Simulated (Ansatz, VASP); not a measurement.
HgSe: VASP beside Ansatz

```
Hg Se
1.0
     0.00000    3.09267    3.09267
     3.09267    0.00000    3.09267
     3.09267    3.09267    0.00000
Hg Se
1 1
Direct
  0.00000 0.00000 0.00000
  0.25000 0.25000 0.25000
```

Alike in both runs: task single point; functional r2SCAN; k mesh 6 × 6 × 6; occupations fermi-dirac, width 0.2 eV; no spin polarisation.

|  | VASP | Ansatz |
| --- | --- | --- |
| version | VASP 6.6.1 | Ansatz 0.2.0 |
| potentials or method | VASP PAW PBE potentials, release 64 (Hg, Se) | plane waves |
| plane-wave cutoff (eV) | 550 | 500 |
| valence electrons in the cell | 18 | 36 |

```csv
,VASP,Ansatz,Ansatz less VASP
pressure (GPa),0.2,0.0,-0.21
```

VASP's potentials were made for PBE, not for r2SCAN. The functional is the same, so the differences come from potentials, cutoffs and numerics. VASP's potentials hold 18 valence electrons a cell and Ansatz's 36, so a difference there can come from the potentials and not from the codes.

Neither program's run includes spin-orbit coupling.
